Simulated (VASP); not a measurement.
# Hf4S11 in VASP: a series of runs

The runs below take Hf4S11 through single point, with r2SCAN.

Everything below comes from runs of VASP 6.6.1. Logs are shortened: lines on timing, memory, paths and dates and some standing lists are left out, and cuts for length are marked.

### Step 1. The cell of the first run

The typed cell holds 15 atoms: a = 6.136 Å, b = 6.135 Å, c = 9.093 Å, α = 84.04°, β = 84.05°, γ = 71.40°.

### Step 2. Single point, r2SCAN

POSCAR

```
Hf4S11
1.0
   -4.9826140663      3.5803629541     -0.0024953293
   -4.9824471750     -3.5801249344     -0.0022874855
   -1.1661775228     -0.0002356269      9.0183611324
Hf S
4 11
Direct
    0.7394097466      0.9783225232      0.6582421465
    0.2281677565      0.4895540081      0.6582515861
    0.2607897214      0.0110219592      0.3309534636
    0.7811892699      0.5314376205      0.3315110994
    0.4210518686      0.6529531747      0.1847449566
    0.9027294550      0.1712974691      0.1847381228
    0.5667353623      0.3168853343      0.8240629776
    0.0660856394      0.8162457026      0.8322515996
    0.0073033202      0.7575283741      0.4522136466
    0.4967227751      0.7470358146      0.5447437477
    0.9968547956      0.2469179788      0.5447528668
    0.3585285563      0.1086370369      0.8176080105
    0.8574024871      0.6075223867      0.8272255277
    0.6559045578      0.9239825805      0.1845134262
    0.1737147943      0.4061462423      0.1844985392
```

INCAR.step1

```
PREC = Accurate
ENCUT = 520
ISMEAR = 0
SIGMA = 0.1
LREAL = Auto
LASPH = True
NELM = 80
ISYM = 0
NBANDS = 66
GGA = PE
ALGO = Normal
EDIFF = 1E-4
LWAVE = True
LCHARG = False
```

INCAR.step2

```
PREC = Accurate
ENCUT = 520
EDIFF = 1E-6
ISMEAR = 0
SIGMA = 0.1
LREAL = Auto
LASPH = True
NELM = 80
ALGO = Normal
ISIF = 2
LWAVE = False
LCHARG = False
METAGGA = R2SCAN
LMIXTAU = True
ISYM = 0
NBANDS = 66
ISTART = 1
```

KPOINTS

```
Automatic mesh
0
Gamma
  2 2 2
  0.5 0.5 0.5
```

Potentials or basis: VASP PAW PBE potentials, release 64 (Hf_pv, S).

Run with:

```
> cat potpaw_PBE.64/Hf_pv/POTCAR potpaw_PBE.64/S/POTCAR > POTCAR
> cp INCAR.step1 INCAR
> mpirun -np 1 vasp_std > vasp.out
> cp INCAR.step2 INCAR
> mpirun -np 1 vasp_std > vasp.out
```

OUTCAR:

```text
PREC = Accurate
   ENCUT = 520
   EDIFF = 1E-6
   ISMEAR = 0
   LREAL = Auto
   LASPH = True
   NELM = 80
   ISIF = 2
   METAGGA = R2SCAN
   ISYM = 0
   ISTART = 1

 ion  position               nearest neighbor table
   1  0.739  0.978  0.658-   9 2.55  13 2.55  12 2.56   8 2.56   7 2.57  11 2.69  10 2.70   2 3.50
                             2 3.66
   2  0.228  0.490  0.658-  13 2.55   9 2.55  12 2.56   8 2.56   7 2.57  10 2.69  11 2.70   1 3.50
                             1 3.66
   3  0.261  0.011  0.331-   6 2.55   5 2.55  15 2.57  14 2.57   9 2.62  11 2.63  10 2.63   4 3.59
                             4 3.59
   4  0.781  0.531  0.332-  14 2.56  15 2.56   5 2.56   6 2.56   9 2.63  10 2.63  11 2.63   3 3.59
                             3 3.59
   5  0.421  0.653  0.185-  15 2.46  14 2.52   3 2.55   4 2.56
   6  0.903  0.171  0.185-  14 2.46  15 2.52   3 2.55   4 2.56
   7  0.567  0.317  0.824-  12 2.08   2 2.57   1 2.57
   8  0.066  0.816  0.832-  13 2.09   1 2.56   2 2.56
   9  0.007  0.758  0.452-   1 2.55   2 2.55   3 2.62   4 2.63
  10  0.497  0.747  0.545-   4 2.63   3 2.63   2 2.69   1 2.70
  11  0.997  0.247  0.545-   4 2.63   3 2.63   1 2.69   2 2.70
  12  0.359  0.109  0.818-   7 2.08   2 2.56   1 2.56
  13  0.857  0.608  0.827-   8 2.09   2 2.55   1 2.55
  14  0.656  0.924  0.185-   6 2.46   5 2.52   4 2.56   3 2.57
  15  0.174  0.406  0.184-   5 2.46   6 2.52   4 2.56   3 2.57

IMPORTANT INFORMATION: All symmetrisations will be switched off!
NOSYMM: (Re-)initialisation of all symmetry stuff for point group C_1.

----------------------------------------------------------------------------------------

                                     Primitive cell

  volume of cell :     321.7712

  direct lattice vectors                    reciprocal lattice vectors
    -4.982614066  3.580362954 -0.002495329    -0.100341051  0.139652573 -0.012971600
    -4.982447175 -3.580124934 -0.002287485    -0.100347719 -0.139658004 -0.012979760
    -1.166177523 -0.000235627  9.018361132    -0.000053217  0.000003217  0.110878011

  length of vectors
     6.135588647  6.135314143  9.093448608     0.172451240  0.172460131  0.110878023

  position of ions in fractional coordinates (direct lattice)
     0.739409747  0.978322523  0.658242147
     0.228167756  0.489554008  0.658251586
     0.260789721  0.011021959  0.330953464
     0.781189270  0.531437621  0.331511099
     0.421051869  0.652953175  0.184744957
     0.902729455  0.171297469  0.184738123
     0.566735362  0.316885334  0.824062978
     0.066085639  0.816245703  0.832251600
     0.007303320  0.757528374  0.452213647
     0.496722775  0.747035815  0.544743748
     0.996854796  0.246917979  0.544752867
     0.358528556  0.108637037  0.817608011
     0.857402487  0.607522387  0.827225528
     0.655904558  0.923982581  0.184513426
     0.173714794  0.406146242  0.184498539

  ion indices of the primitive-cell ions
   primitive index   ion index
                 1           1
                 2           2
                 3           3
                 4           4
                 5           5
                 6           6
                 7           7
                 8           8
                 9           9
                10          10
                11          11
                12          12
                13          13
                14          14
                15          15

----------------------------------------------------------------------------------------

 KPOINTS: Automatic mesh

Automatic generation of k-mesh.
 Grid dimensions read from file:
 generate k-points for:    2    2    2

 Generating k-lattice:

  Cartesian coordinates                     Fractional coordinates (reciprocal lattice)
    -0.050170526  0.069826287 -0.006485800     0.500000000  0.000000000  0.000000000
    -0.050173859 -0.069829002 -0.006489880    -0.000000000  0.500000000  0.000000000
    -0.000026608  0.000001609  0.055439005     0.000000000  0.000000000  0.500000000

  Length of vectors
     0.086225620  0.086230066  0.055439012

  Shift w.r.t. Gamma in fractional coordinates (k-lattice)
     0.500000000  0.500000000  0.500000000

 Subroutine IBZKPT returns following result:
 ===========================================

 Found      4 irreducible k-points:

 Following reciprocal coordinates:
            Coordinates               Weight
  0.250000  0.250000  0.250000      2.000000
 -0.250000  0.250000  0.250000      2.000000
  0.250000 -0.250000  0.250000      2.000000
 -0.250000 -0.250000  0.250000      2.000000
   k-points           NKPTS =      4   k-points in BZ     NKDIM =      4   number of bands    NBANDS=     66
   number of dos      NEDOS =    301   number of ions     NIONS =     15
   total plane-waves  NPLWV = 161280
   dimension x,y,z NGX =    48 NGY =   48 NGZ =   70
   dimension x,y,z NGXF=    96 NGYF=   96 NGZF=  140
   ions per type =               4  11
   NGX,Y,Z   is equivalent  to a cutoff of  13.01, 13.01, 12.80 a.u.
   NGXF,Y,Z  is equivalent  to a cutoff of  26.01, 26.01, 25.59 a.u.
 SYSTEM =  unknown system
   PREC   = accura    normal or accurate (medium, high low for compatibility)
   ISTART =      1    job   : 0-new  1-cont  2-samecut
   ICHARG =      0    charge: 1-file 2-atom 10-const
   ISPIN  =      1    spin polarized calculation?
   LNONCOLLINEAR =      F non collinear calculations
   LSORBIT =      F    spin-orbit coupling
   LASPH  =      T    aspherical Exc in radial PAW
   ENCUT  =  520.0 eV  38.22 Ry    6.18 a.u.  11.41 11.41 16.91*2*pi/ulx,y,z
   NELM   =     80;   NELMIN=  2; NELMDL=  0     # of ELM steps
   EDIFF  = 0.1E-05   stopping-criterion for ELM
   LREAL  =      T    real-space projection
   EDIFFG = 0.1E-04   stopping-criterion for IOM
   NSW    =      0    number of steps for IOM
   IBRION =     -1    ionic relax: 0-MD 1-quasi-New 2-CG
   NFREE  =      0    steps in history (QN), initial steepest desc. (CG)
   ISIF   =      2    stress and relaxation
   ISYM   =      0    0-nonsym 1-usesym 2-fastsym
   POTIM  = 0.5000    time-step for ionic-motion
   TEBEG  =    0.0;   TEEND  =   0.0 temperature during run
   PSTRESS=    0.0 pullay stress
   NELECT =     106.0000    total number of electrons
   NUPDOWN=      -1.0000    fix difference up-down
   EMIN   =  10.00;   EMAX   =-10.00  energy-range for DOS
   EFERMI =   0.00;   METHOD = LEGACY
   ISMEAR =     0;   SIGMA  =   0.10  broadening in eV -4-tet -1-fermi 0-gaus
   EFERMI_NEDOS =   21; number of points for ismear=-14 and -15
   IALGO  =     38    algorithm
   IMIX   =      4    mixing-type and parameters
     AMIX     =   0.40;   BMIX     =  1.00
     AMIX_MAG =   1.60;   BMIX_MAG =  1.00
  volume/ion in A,a.u.               =      21.45       144.76
  Fermi-wavevector in a.u.,A,eV,Ry     =   1.130649  2.136616 17.393235  1.278367
  Thomas-Fermi vector in A             =   2.267346
   LORBIT       =      0    0 simple, 1 ext, 2 COOP (PROOUT), +10 PAW based schemes
   METAGGA = R2SCAN    functional components
   LHFCALC =     F    Hartree Fock is set to
   AEXX    =    0.0000 exact exchange contribution
   IVDW    =     0    specifies the selected vdW correction
   LEPSILON=     F    determine dielectric tensor
   LRPA    =     F    only Hartree local field effects (RPA)
 non-spin polarized calculation
 Gauss-broadening in eV      SIGMA  =   0.10
  energy-cutoff  :      520.00
  volume of cell :      321.77
 maximum number of plane-waves:      8675
 NGX is ok and might be reduce to    48
   NGX = 23   NGY = 23   NGZ = 33

 number of electron     106.0000003 magnetization

 Free energy of the ion-electron system (eV)
  ---------------------------------------------------
  ext. energy  EPLUGINS =         0.00000000
  ---------------------------------------------------
  free energy    TOTEN  =      -287.02229452 eV

  energy without entropy =     -286.96706912  energy(sigma->0) =     -286.99468182

 E-fermi :   4.7934     XC(G=0): -10.2702

 val. band max:        4.7687392313   @ k =   0.2500   0.2500   0.2500
 cond. band min:       4.7947312505   @ k =  -0.2500  -0.2500   0.2500
 fundamental gap:      0.0259920191
 Fermi energy:         4.7933688086

 k-point     1 :       0.2500    0.2500    0.2500
  band No.  band energies     occupation
      1     -28.4781      2.00000
      2     -28.4220      2.00000
      3     -28.4177      2.00000
      4     -28.2675      2.00000
      5     -28.1711      2.00000
      6     -28.1524      2.00000
[... 57 lines left out ...]
     64       7.6747      0.00000
     65       7.9316      0.00000

 k-point     2 :      -0.2500    0.2500    0.2500
  band No.  band energies     occupation
      1     -28.4595      2.00000
      2     -28.4306      2.00000
      3     -28.3594      2.00000
      4     -28.3374      2.00000
      5     -28.1654      2.00000
      6     -28.1580      2.00000
[... 57 lines left out ...]
     64       7.9258      0.00000
     65       8.0520      0.00000

 k-point     3 :       0.2500   -0.2500    0.2500
  band No.  band energies     occupation
      1     -28.4595      2.00000
      2     -28.4306      2.00000
      3     -28.3594      2.00000
      4     -28.3374      2.00000
      5     -28.1654      2.00000
      6     -28.1580      2.00000
[... 57 lines left out ...]
     64       7.9260      0.00000
     65       8.0522      0.00000

 k-point     4 :      -0.2500   -0.2500    0.2500
  band No.  band energies     occupation
      1     -28.4781      2.00000
      2     -28.4220      2.00000
      3     -28.4177      2.00000
      4     -28.2675      2.00000
      5     -28.1711      2.00000
      6     -28.1524      2.00000
[... 57 lines left out ...]
     64       7.6580      0.00000
     65       7.9009      0.00000
 [bands above 65 left out]

------------------------ aborting loop because EDIFF is reached ----------------------------------------

  FORCE on cell =-STRESS in cart. coord.  units (eV):
  Direction    XX          YY          ZZ          XY          YZ          ZX
  --------------------------------------------------------------------------------------
  -------------------------------------------------------------------------------------
  Total       -1.6025516     -1.6810812     -1.3213316      0.0019832      0.0002923     -0.0511286
  in kB       -7.9794958     -8.3705134     -6.5792327      0.0098750      0.0014556     -0.2545816
  external PRESSURE =      -7.6430806 kB  Pullay stress =       0.0000000 kB

 VOLUME and BASIS-vectors are now :
 -----------------------------------------------------------------------------
  energy-cutoff  :      520.00
  volume of cell :      321.77
      direct lattice vectors                 reciprocal lattice vectors
    -4.982614066  3.580362954 -0.002495329    -0.100341051  0.139652573 -0.012971600
    -4.982447175 -3.580124934 -0.002287485    -0.100347719 -0.139658004 -0.012979760
    -1.166177523 -0.000235627  9.018361132    -0.000053217  0.000003217  0.110878011

 POSITION                                       TOTAL-FORCE (eV/Angst)
 -----------------------------------------------------------------------------------
     -9.32626     -0.85532      5.93218        -0.003386      0.034219      0.059033
     -4.34369     -0.93590      5.93466        -0.003812     -0.035924      0.057830
     -1.74028      0.89418      2.98398         0.024655      0.000222     -0.017183
     -6.92683      0.89425      2.98652        -0.042940      0.000937     -0.022001
     -5.56669     -0.83018      1.66355        -0.058723     -0.003128      0.051567
     -5.56687      2.61879      1.66339        -0.058434      0.003024      0.052083
     -5.36369      0.89444      7.42956         0.155785      0.000447     -0.063344
     -5.36673     -2.68585      7.50351         0.154281      0.000166     -0.079739
     -4.33810     -2.68600      4.07647        -0.005407      0.000344      0.048201
     -6.83231     -0.89616      4.90975         0.017165      0.003091     -0.043457
     -6.83248      2.68498      4.90973         0.017890     -0.002539     -0.044658
     -3.28116      0.89454      7.37234        -0.159111      0.000282     -0.060062
     -8.26375      0.89461      7.45669        -0.157659     -0.000503     -0.052899
     -8.08699     -0.95964      1.66026         0.060051      0.002757      0.057019
     -3.10431     -0.83214      1.66251         0.059645     -0.003395      0.057609
 -----------------------------------------------------------------------------------
    total drift:                               -0.002210     -0.001098     -0.005910

  FREE ENERGIE OF THE ION-ELECTRON SYSTEM (eV)
  ---------------------------------------------------
  free  energy   TOTEN  =      -287.0222945220 eV

  energy  without entropy=     -286.9670691151  energy(sigma->0) =     -286.99468182
```

It took 4.2 min on 1 thread of Intel Xeon Platinum 8488C (Sapphire Rapids), shared host; peak memory 0.44 GiB.

Results:

| Quantity | Value |
| --- | --- |
| Free energy | -287.0223 eV |
| Pressure | -0.8 GPa |
| Largest force | 0.174 eV/Å |
| Band gap on the k mesh | 0.01 eV (least direct gap 0.53 eV) |

Forces on the atoms (eV/Å):
```
Hf  -0.003  0.034  0.059
Hf  -0.004 -0.036  0.058
Hf   0.025  0.000 -0.017
Hf  -0.043  0.001 -0.022
S   -0.059 -0.003  0.052
S   -0.058  0.003  0.052
S    0.156  0.000 -0.063
S    0.154  0.000 -0.080
S   -0.005  0.000  0.048
S    0.017  0.003 -0.043
S    0.018 -0.003 -0.045
S   -0.159  0.000 -0.060
S   -0.158 -0.001 -0.053
S    0.060  0.003  0.057
S    0.060 -0.003  0.058
```

Caveat: the smearing spreads over this small gap; the PAW data sets were made with another functional, which shifts forces and pressure a little; spin-orbit coupling is left out, which moves the levels of the heavy elements; a shifted mesh leaves out Γ, where band edges can lie.

### Step 3. Single point, r2SCAN

POSCAR

```
Hf4S11
1.0
   -4.9838649150      3.5790756566      0.0000756988
   -4.9835259869     -3.5785876220      0.0054791981
   -1.1756435148     -0.0067919003      9.0177993501
Hf S
4 11
Direct
    0.7412636121      0.9908604963      0.6702853419
    0.2205790470      0.4701879443      0.6701256295
    0.2629731544      0.0252393628      0.3431432300
    0.7743731866      0.5139714639      0.3429798627
    0.4336866902      0.6854927471      0.1796131771
    0.9346060256      0.1861724444      0.1707474816
    0.5809437098      0.3484045809      0.8165308871
    0.0992500997      0.8300224552      0.8167089821
    0.5055268339      0.2563502461      0.4565580188
    0.0055556927      0.7560597732      0.4565486388
    0.9947810650      0.2450586921      0.5491651643
    0.3462795750      0.0770682130      0.8168106841
    0.8280133015      0.5953360199      0.8166656614
    0.6425231465      0.8941393010      0.1815573899
    0.1438265007      0.3951694684      0.1722643161
```

INCAR.step1

```
SYSTEM = Hf4S11
  PREC = Accurate
  ENCUT = 520
  ISMEAR = 0
  SIGMA = 0.1
  LREAL = Auto
  LASPH = .TRUE.
  NELM = 60
  ISYM = 0
  NBANDS = 66
  GGA = PE
  ALGO = Normal
  EDIFF = 1E-4
  LWAVE = .TRUE.
  LCHARG = .FALSE.
```

INCAR.step2

```
SYSTEM = Hf4S11
  PREC = Accurate
  ENCUT = 520
  EDIFF = 1E-6
  ISMEAR = 0
  SIGMA = 0.1
  LREAL = Auto
  LASPH = .TRUE.
  NELM = 60
  ALGO = Normal
  ISIF = 2
  LWAVE = .FALSE.
  LCHARG = .TRUE.
  METAGGA = R2SCAN
  LMIXTAU = .TRUE.
  LELF = .TRUE.
  LVHAR = .TRUE.
  ISYM = 0
  NBANDS = 66
  ISTART = 1
```

KPOINTS is that of step 2.

Potentials or basis: VASP PAW PBE potentials, release 64 (Hf_pv, S).

Run with:

```
> cat potpaw_PBE.64/Hf_pv/POTCAR potpaw_PBE.64/S/POTCAR > POTCAR
> cp INCAR.step1 INCAR
> mpirun -np 1 vasp_std > vasp.out
> cp INCAR.step2 INCAR
> mpirun -np 1 vasp_std > vasp.out
```

Run time: 4.2 min. Hardware: 1 thread of Intel Xeon Platinum 8488C (Sapphire Rapids), shared host; peak memory 0.45 GiB.

It converged, with:

```
Free energy            : -287.0230 eV
Pressure               : -0.7 GPa
Largest force          : 0.173 eV/Å
Band gap on the k mesh : 0.01 eV (least direct gap 0.52 eV)
```

Forces in eV/Å, atoms in the order of the input:
```
Hf  -0.033 -0.003  0.003
Hf   0.022 -0.002  0.000
Hf  -0.003 -0.030 -0.047
Hf   0.003  0.028 -0.041
S   -0.161  0.004  0.046
S   -0.163  0.001  0.060
S    0.057  0.007 -0.040
S    0.060 -0.009 -0.050
S    0.009  0.004  0.043
S    0.000  0.001  0.043
S    0.004  0.004 -0.049
S   -0.053 -0.010 -0.048
S   -0.052  0.005 -0.039
S    0.148  0.001  0.052
S    0.158  0.000  0.068
```

Stress tensor (GPa, compression positive):
```
-0.80  0.00  0.00
 0.00 -0.74  0.00
 0.00  0.00 -0.61
```

Levels at points of the mesh, in eV from the valence-band top:
```tsv
k point	band 51	band 52	band 53	band 54	band 55	band 56
(0.25, 0.25, 0.25)	-1.79	-1.63	-0.03	0.53	0.88	1.51
```

Caveat: the smearing spreads over this small gap; the PAW data sets were made with another functional, which shifts forces and pressure a little; spin-orbit coupling is left out, which moves the levels of the heavy elements; a shifted mesh leaves out Γ, where band edges can lie. A k mesh can miss the band edges.
